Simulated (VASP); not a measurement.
# Sn (Fd-3m) in VASP: notebook

Sn is run at these levels: r2SCAN; tasks: single point.

Everything below comes from runs of VASP 6.6.1. Logs are shortened: lines on timing, memory, paths and dates and some standing lists are left out, and cuts for length are marked.

**1. The cell of the first run**

It takes space group Fd-3m (No. 227, cubic). Conventional cell: a = 6.570 Å, b = 6.570 Å, c = 6.570 Å, α = 90.00°, β = 90.00°, γ = 90.00°. Sn (site symmetry -43m) has 4 Sn at 2.84 Å within 3.7 Å.

**2. Single point, r2SCAN**

Input file POSCAR:

```
Sn
1.0
    0.0000000000      3.2849869970      3.2849869970
    3.2849869970      0.0000000000      3.2849869970
    3.2849869970      3.2849869970      0.0000000000
Sn
2
Direct
    0.0000000000      0.0000000000      0.0000000000
    0.2500000000      0.2500000000      0.2500000000
```

Input file INCAR.step1:

```
ALGO     = Normal         # electronic algorithm
EDIFF    = 1E-4           # SCF threshold, eV
ENCUT    = 520            # plane-wave cutoff, eV
GGA      = PE             # functional
ISMEAR   = 0              # smearing method
LASPH    = True           # aspherical terms in the spheres
LCHARG   = False          # write CHGCAR
LREAL    = False          # projectors in reciprocal space
LWAVE    = True           # write WAVECAR
NBANDS   = 21             # bands
NELM     = 60             # most SCF steps
PREC     = Accurate       # precision mode
SIGMA    = 0.1            # smearing width, eV
```

Input file INCAR.step2:

```
ALGO     = Normal         # electronic algorithm
EDIFF    = 1E-6           # SCF threshold, eV
ENCUT    = 520            # plane-wave cutoff, eV
ISIF     = 2              # what is computed and relaxed
ISMEAR   = 0              # smearing method
ISTART   = 1            
LASPH    = True           # aspherical terms in the spheres
LCHARG   = False          # write CHGCAR
LMIXTAU  = True         
LREAL    = False          # projectors in reciprocal space
LWAVE    = False          # write WAVECAR
METAGGA  = R2SCAN         # meta-GGA
NBANDS   = 21             # bands
NELM     = 60             # most SCF steps
PREC     = Accurate       # precision mode
SIGMA    = 0.1            # smearing width, eV
```

Input file KPOINTS:

```
k-points
0
Gamma
  6 6 6
```

Potentials or basis: VASP PAW PBE potentials, release 64 (Sn_d).

Started as:

```
cat potpaw_PBE.64/Sn_d/POTCAR > POTCAR
cp INCAR.step1 INCAR
mpirun -np 1 vasp_std > vasp.out
cp INCAR.step2 INCAR
mpirun -np 1 vasp_std > vasp.out
```

OUTCAR:

```text
EDIFF = 1E-6
   ENCUT = 520
   ISIF = 2
   ISMEAR = 0
   ISTART = 1
   LASPH = True
   LREAL = False
   METAGGA = R2SCAN
   NELM = 60
   PREC = Accurate

 ion  position               nearest neighbor table
   1  0.000  0.000  0.000-   2 2.84   2 2.84   2 2.84   2 2.84
   2  0.250  0.250  0.250-   1 2.84   1 2.84   1 2.84   1 2.84

  LATTYP: Found a face centered cubic cell.
 ALAT       =     6.5699739940

  Lattice vectors:

 A1 = (   0.0000000000,   3.2849869970,   3.2849869970)
 A2 = (   3.2849869970,   0.0000000000,   3.2849869970)
 A3 = (   3.2849869970,   3.2849869970,   0.0000000000)

Analysis of symmetry for initial positions (statically):
=====================================================================
 Subroutine PRICEL returns:
 Original cell was already a primitive cell.

 Routine SETGRP: Setting up the symmetry group for a
 face centered cubic supercell.

 Subroutine GETGRP returns: Found 48 space group operations
 (whereof 24 operations were pure point group operations)
 out of a pool of 48 trial point group operations.

The static configuration has the point symmetry T_d .
 The point group associated with its full space group is O_h .

Analysis of symmetry for dynamics (positions and initial velocities):
=====================================================================
 Subroutine PRICEL returns:
 Original cell was already a primitive cell.

 Routine SETGRP: Setting up the symmetry group for a
 face centered cubic supercell.

 Subroutine GETGRP returns: Found 48 space group operations
 (whereof 24 operations were pure point group operations)
 out of a pool of 48 trial point group operations.

The dynamic configuration has the point symmetry T_d .
 The point group associated with its full space group is O_h .

 Subroutine INISYM returns: Found 48 space group operations
 (whereof 24 operations are pure point group operations),
 and found     1 'primitive' translations

----------------------------------------------------------------------------------------

                                     Primitive cell

  volume of cell :      70.8975

  direct lattice vectors                    reciprocal lattice vectors
     0.000000000  3.284986997  3.284986997    -0.152207604  0.152207604  0.152207604
     3.284986997  0.000000000  3.284986997     0.152207604 -0.152207604  0.152207604
     3.284986997  3.284986997  0.000000000     0.152207604  0.152207604 -0.152207604

  length of vectors
     4.645673163  4.645673163  4.645673163     0.263631303  0.263631303  0.263631303

  position of ions in fractional coordinates (direct lattice)
     0.000000000  0.000000000  0.000000000
     0.250000000  0.250000000  0.250000000

  ion indices of the primitive-cell ions
   primitive index   ion index
                 1           1
                 2           2

----------------------------------------------------------------------------------------

 KPOINTS: k-points

Automatic generation of k-mesh.
 Grid dimensions read from file:
 generate k-points for:    6    6    6

 Generating k-lattice:

  Cartesian coordinates                     Fractional coordinates (reciprocal lattice)
    -0.025367934  0.025367934  0.025367934     0.166666667  0.000000000  0.000000000
     0.025367934 -0.025367934  0.025367934     0.000000000  0.166666667  0.000000000
     0.025367934  0.025367934 -0.025367934     0.000000000  0.000000000  0.166666667

  Length of vectors
     0.043938551  0.043938551  0.043938551

  Shift w.r.t. Gamma in fractional coordinates (k-lattice)
     0.000000000  0.000000000  0.000000000

 Subroutine IBZKPT returns following result:
 ===========================================

 Found     16 irreducible k-points:

 Following reciprocal coordinates:
            Coordinates               Weight
  0.000000  0.000000  0.000000      1.000000
  0.166667  0.000000  0.000000      8.000000
  0.333333  0.000000  0.000000      8.000000
  0.500000  0.000000  0.000000      4.000000
  0.166667  0.166667  0.000000      6.000000
  0.333333  0.166667  0.000000     24.000000
[... 8 lines left out ...]
 -0.333333  0.333333  0.166667     24.000000
 -0.333333  0.500000  0.166667     12.000000
   k-points           NKPTS =     16   k-points in BZ     NKDIM =     16   number of bands    NBANDS=     21
   number of dos      NEDOS =    301   number of ions     NIONS =      2
   total plane-waves  NPLWV =  46656
   dimension x,y,z NGX =    36 NGY =   36 NGZ =   36
   dimension x,y,z NGXF=    72 NGYF=   72 NGZF=   72
   ions per type =               2
   NGX,Y,Z   is equivalent  to a cutoff of  12.88, 12.88, 12.88 a.u.
   NGXF,Y,Z  is equivalent  to a cutoff of  25.77, 25.77, 25.77 a.u.
 SYSTEM =  unknown system
   PREC   = accura    normal or accurate (medium, high low for compatibility)
   ISTART =      1    job   : 0-new  1-cont  2-samecut
   ICHARG =      0    charge: 1-file 2-atom 10-const
   ISPIN  =      1    spin polarized calculation?
   LNONCOLLINEAR =      F non collinear calculations
   LSORBIT =      F    spin-orbit coupling
   LASPH  =      T    aspherical Exc in radial PAW
   ENCUT  =  520.0 eV  38.22 Ry    6.18 a.u.   8.64  8.64  8.64*2*pi/ulx,y,z
   NELM   =     60;   NELMIN=  2; NELMDL=  0     # of ELM steps
   EDIFF  = 0.1E-05   stopping-criterion for ELM
   LREAL  =      F    real-space projection
   EDIFFG = 0.1E-04   stopping-criterion for IOM
   NSW    =      0    number of steps for IOM
   IBRION =     -1    ionic relax: 0-MD 1-quasi-New 2-CG
   NFREE  =      0    steps in history (QN), initial steepest desc. (CG)
   ISIF   =      2    stress and relaxation
   ISYM   =      2    0-nonsym 1-usesym 2-fastsym
   POTIM  = 0.5000    time-step for ionic-motion
   TEBEG  =    0.0;   TEEND  =   0.0 temperature during run
   PSTRESS=    0.0 pullay stress
   NELECT =      28.0000    total number of electrons
   NUPDOWN=      -1.0000    fix difference up-down
   EMIN   =  10.00;   EMAX   =-10.00  energy-range for DOS
   EFERMI =   0.00;   METHOD = LEGACY
   ISMEAR =     0;   SIGMA  =   0.10  broadening in eV -4-tet -1-fermi 0-gaus
   EFERMI_NEDOS =   21; number of points for ismear=-14 and -15
   IALGO  =     38    algorithm
   IMIX   =      4    mixing-type and parameters
     AMIX     =   0.40;   BMIX     =  1.00
     AMIX_MAG =   1.60;   BMIX_MAG =  1.00
  volume/ion in A,a.u.               =      35.45       239.22
  Fermi-wavevector in a.u.,A,eV,Ry     =   1.201113  2.269774 19.628749  1.442672
  Thomas-Fermi vector in A             =   2.336931
   LORBIT       =      0    0 simple, 1 ext, 2 COOP (PROOUT), +10 PAW based schemes
   METAGGA = R2SCAN    functional components
   LHFCALC =     F    Hartree Fock is set to
   AEXX    =    0.0000 exact exchange contribution
   IVDW    =     0    specifies the selected vdW correction
   LEPSILON=     F    determine dielectric tensor
   LRPA    =     F    only Hartree local field effects (RPA)
 non-spin polarized calculation
 Gauss-broadening in eV      SIGMA  =   0.10
  energy-cutoff  :      520.00
  volume of cell :       70.90
 maximum number of plane-waves:      1932
 NGX is ok and might be reduce to    36
   NGX = 17   NGY = 17   NGZ = 17

 number of electron      27.9999984 magnetization

 Free energy of the ion-electron system (eV)
  ---------------------------------------------------
  ext. energy  EPLUGINS =         0.00000000
  ---------------------------------------------------
  free energy    TOTEN  =       -49.46387394 eV

  energy without entropy =      -49.46242342  energy(sigma->0) =      -49.46314868

 E-fermi :   5.1910     XC(G=0):  -9.4139

 val. band max:        4.7598191272   @ k =   0.1667   0.0000   0.0000
 cond. band min:       5.2024703980   @ k =   0.0000   0.0000   0.0000
 fundamental gap:      0.4426512707
 Fermi energy:         5.1909751879

 k-point     1 :       0.0000    0.0000    0.0000
  band No.  band energies     occupation
      1     -17.1313      2.00000
      2     -17.1313      2.00000
      3     -17.1313      2.00000
      4     -17.0700      2.00000
      5     -17.0700      2.00000
      6     -16.7761      2.00000
[... 13 lines left out ...]
     20      13.3708      0.00000
     21      13.3708      0.00000

 k-point     2 :       0.1667    0.0000    0.0000
  band No.  band energies     occupation
      1     -17.1468      2.00000
      2     -17.1468      2.00000
      3     -17.1252      2.00000
      4     -17.0473      2.00000
      5     -17.0473      2.00000
      6     -16.8015      2.00000
[... 13 lines left out ...]
     20      12.3823      0.00000
     21      12.3823      0.00000

 k-point     3 :       0.3333    0.0000    0.0000
  band No.  band energies     occupation
      1     -17.1621      2.00000
      2     -17.1621      2.00000
      3     -17.1124      2.00000
      4     -17.0200      2.00000
      5     -17.0199      2.00000
      6     -16.8225      2.00000
[... 13 lines left out ...]
     20      12.8037      0.00000
     21      12.8037      0.00000

 k-point     4 :       0.5000    0.0000    0.0000
  band No.  band energies     occupation
      1     -17.1665      2.00000
      2     -17.1665      2.00000
      3     -17.1056      2.00000
      4     -17.0113      2.00000
      5     -17.0113      2.00000
      6     -16.8279      2.00000
[... 13 lines left out ...]
     20      14.3265      0.00000
     21      14.3653      0.00000

 k-point     5 :       0.1667    0.1667    0.0000
  band No.  band energies     occupation
      1     -17.1454      2.00000
      2     -17.1454      2.00000
      3     -17.1390      2.00000
      4     -17.0487      2.00000
      5     -17.0216      2.00000
      6     -16.8478      2.00000
[... 13 lines left out ...]
     20      12.1044      0.00000
     21      13.6948      0.00000

 k-point     6 :       0.3333    0.1667    0.0000
  band No.  band energies     occupation
      1     -17.1719      2.00000
      2     -17.1604      2.00000
      3     -17.1130      2.00000
      4     -17.0205      2.00000
      5     -16.9862      2.00000
      6     -16.8837      2.00000
[... 13 lines left out ...]
     20      13.2095      0.00000
     21      13.8189      0.00000

 k-point     7 :       0.5000    0.1667    0.0000
  band No.  band energies     occupation
      1     -17.1884      2.00000
      2     -17.1715      2.00000
      3     -17.0804      2.00000
      4     -16.9938      2.00000
      5     -16.9833      2.00000
      6     -16.8785      2.00000
[... 13 lines left out ...]
     20      14.2075      0.00000
     21      14.4272      0.00000
[... 99 lines left out ...]
      1     -17.2035      2.00000
      2     -17.1811      2.00000
      3     -17.0493      2.00000
      4     -16.9507      2.00000
      5     -16.9416      2.00000
      6     -16.9242      2.00000
[... 13 lines left out ...]
     20      12.8362      0.00000
     21      16.1971      0.00000

 k-point    13 :       0.5000    0.5000    0.0000
  band No.  band energies     occupation
      1     -17.1812      2.00000
      2     -17.1812      2.00000
      3     -17.0492      2.00000
      4     -17.0492      2.00000
      5     -16.9135      2.00000
      6     -16.9135      2.00000
[... 13 lines left out ...]
     20      14.7578      0.00000
     21      15.9286      0.00000

 k-point    14 :       0.5000    0.3333    0.1667
  band No.  band energies     occupation
      1     -17.1870      2.00000
      2     -17.1813      2.00000
      3     -17.0732      2.00000
      4     -16.9918      2.00000
      5     -16.9472      2.00000
      6     -16.9223      2.00000
[... 13 lines left out ...]
     20      13.5051      0.00000
     21      15.3078      0.00000

 k-point    15 :      -0.3333    0.3333    0.1667
  band No.  band energies     occupation
      1     -17.2002      2.00000
      2     -17.1861      2.00000
      3     -17.0415      2.00000
      4     -16.9666      2.00000
      5     -16.9379      2.00000
      6     -16.9271      2.00000
[... 13 lines left out ...]
     20      14.8616      0.00000
     21      15.2411      0.00000

 k-point    16 :      -0.3333    0.5000    0.1667
  band No.  band energies     occupation
      1     -17.1943      2.00000
      2     -17.1943      2.00000
      3     -17.0107      2.00000
      4     -17.0107      2.00000
      5     -16.9179      2.00000
      6     -16.9179      2.00000
[... 13 lines left out ...]
     20      14.4853      0.00000
     21      15.7799      0.00000

------------------------ aborting loop because EDIFF is reached ----------------------------------------

  FORCE on cell =-STRESS in cart. coord.  units (eV):
  Direction    XX          YY          ZZ          XY          YZ          ZX
  --------------------------------------------------------------------------------------
  -------------------------------------------------------------------------------------
  Total       -0.0254952     -0.0254952     -0.0254952      0.0000000      0.0000000      0.0000000
  in kB       -0.5761527     -0.5761527     -0.5761527      0.0000000      0.0000000      0.0000000
  external PRESSURE =      -0.5761527 kB  Pullay stress =       0.0000000 kB

 VOLUME and BASIS-vectors are now :
 -----------------------------------------------------------------------------
  energy-cutoff  :      520.00
  volume of cell :       70.90
      direct lattice vectors                 reciprocal lattice vectors
     0.000000000  3.284986997  3.284986997    -0.152207604  0.152207604  0.152207604
     3.284986997  0.000000000  3.284986997     0.152207604 -0.152207604  0.152207604
     3.284986997  3.284986997  0.000000000     0.152207604  0.152207604 -0.152207604

 POSITION                                       TOTAL-FORCE (eV/Angst)
 -----------------------------------------------------------------------------------
      0.00000      0.00000      0.00000        -0.000000     -0.000000     -0.000000
      1.64249      1.64249      1.64249         0.000000      0.000000      0.000000
 -----------------------------------------------------------------------------------
    total drift:                                0.000000      0.000000      0.000000

  FREE ENERGIE OF THE ION-ELECTRON SYSTEM (eV)
  ---------------------------------------------------
  free  energy   TOTEN  =       -49.4638739370 eV

  energy  without entropy=      -49.4624234233  energy(sigma->0) =      -49.46314868
```

Wall time 52 s (1 thread of Intel Xeon Platinum 8375C at 2.90GHz (Ice Lake), shared host); peak memory 0.21 GiB.

What came out:

```
Free energy            : -49.4639 eV
Pressure               : -0.1 GPa
Band gap on the k mesh : zero (filled and empty bands touch)
```

Levels at points of the mesh, in eV from the Fermi level:
| k point | band 10 | band 11 | band 12 | band 13 | band 14 | band 15 | band 16 | band 17 | band 18 | band 19 |
| --- | --- | --- | --- | --- | --- | --- | --- | --- | --- | --- |
| (0.00, 0.00, 0.00) | -21.95 | -10.87 | -0.62 | 0.01 | 0.01 | 0.01 | 2.22 | 2.22 | 2.22 | 5.36 |
| (0.50, 0.00, 0.00) | -21.91 | -9.23 | -6.44 | -1.20 | -1.20 | 0.07 | 3.36 | 3.36 | 5.97 | 8.75 |
| (0.50, 0.50, 0.00) | -21.89 | -7.72 | -7.72 | -2.55 | -2.55 | 0.96 | 0.96 | 7.92 | 7.92 | 9.57 |

Caveat: the PAW data sets were made with another functional, which shifts forces and pressure a little; spin-orbit coupling is left out, which moves the levels of the heavy elements.

(Continued in part 2 of 2.)
